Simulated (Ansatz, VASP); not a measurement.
# Sn: VASP beside Ansatz

The input INCAR:

```
SYSTEM = Sn
  PREC = Accurate
  ENCUT = 600
  EDIFF = 1E-6
  ISMEAR = 0
  SIGMA = 0.1
  LREAL = .False.
  LASPH = .True.
  NELM = 100
  ALGO = Normal
  ISIF = 3
  LWAVE = .False.
  LCHARG = .False.
  GGA = PS
  IBRION = 2
  NSW = 70
  EDIFFG = -0.005
```

KPOINTS

```
regular mesh
0
Gamma
  16 16 16
  0 0 0
```

POSCAR

```
Sn
1.0
   -2.9729538814      2.9729538814      1.6068815736
    2.9729538814     -2.9729538814      1.6068815736
    2.9729538814      2.9729538814     -1.6068815736
Sn
2
Direct
    0.0000000000      0.0000000000      0.0000000000
    0.7500000000      0.2500000000      0.5000000000
```

Input for Ansatz:

```yaml
crystal:
  lattice:
    - [-2.9729538814, 2.9729538814, 1.6068815736]
    - [2.9729538814, -2.9729538814, 1.6068815736]
    - [2.9729538814, 2.9729538814, -1.6068815736]
  atoms:
    - { symbol: Sn, position: [0.0, 0.0, 0.0] }
    - { symbol: Sn, position: [0.75, 0.25, 0.5] }
basis:
  ecutwfc: 420
kpoints:
  mp_grid: { grid: [16, 16, 16] }
hamiltonian:
  xc: pbesol
scf:
  occupations: { method: gaussian, width: 0.1 }
output:
  forces: true
  stress: true
  eigenvalues: true
relax:
  adjacent_minimum: "off"
  f_tol: 0.005
  max_steps: 50
  cell: { stress_tol: 0.05 }
```

Alike in both runs: task relaxation of cell and atoms; functional PBEsol; k mesh 16 × 16 × 16; occupations gaussian, width 0.1 eV; no spin polarisation.

```csv
,VASP,Ansatz
version,VASP 6.6.1,Ansatz 0.2.0
potentials or method,"VASP PAW PBE potentials, release 64 (Sn_d), cutoff 600 eV","scalar-relativistic, plane waves, PAW"
valence electrons in the cell,28,28
```

```tsv
	VASP	Ansatz	Ansatz less VASP
gap on the k mesh at the Fermi level, each at its own relaxed structure (eV)	none	none	-
relaxed volume (Å³/atom)	26.87	26.87	+0.002
relaxed cell length with the largest relative difference (Å)	4.420	4.420	-0.0003
```

VASP's potentials were made for PBE, not for PBEsol. A gap of «none» marks a metal or a gap that the smearing closes.
